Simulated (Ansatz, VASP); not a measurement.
**BaS in VASP and in Ansatz**

```
Ba S
1.0
     2.49219    1.43887    4.05671
    -2.49219    1.43887    4.05671
     0.00000   -2.87774    4.05671
Ba S
1 1
Cartesian
  0.0000 0.0000 12.0641
  0.0000 0.0000 2.9417
```

Change from the starting cell: species swapped into the CuCl type (R3m, No. 160).

Alike in both runs: functional PBE; k mesh 4 × 4 × 4; occupations gaussian, width 0.15 eV; no spin polarisation.

Ansatz relaxed the structure, and its values are those at the end. VASP's run is a single point on that final structure, the one shown.

```csv
,VASP,Ansatz
version,VASP 6.6.1,Ansatz 0.2.0
potentials or method,"VASP PAW PBE potentials, release 64 (Ba_sv, S), cutoff 500 eV","scalar-relativistic, plane waves, PAW"
valence electrons in the cell,16,16
```

|  | VASP | Ansatz | Ansatz less VASP |
| --- | --- | --- | --- |
| gap on the k mesh at the Fermi level (eV) | 2.76 | 2.75 | -0.015 |
| least direct gap on the mesh (eV) | 3.41 | 3.41 | +0.003 |
| pressure (GPa) | 0.3 | -0.1 | -0.41 |

Spin-orbit coupling is off throughout.
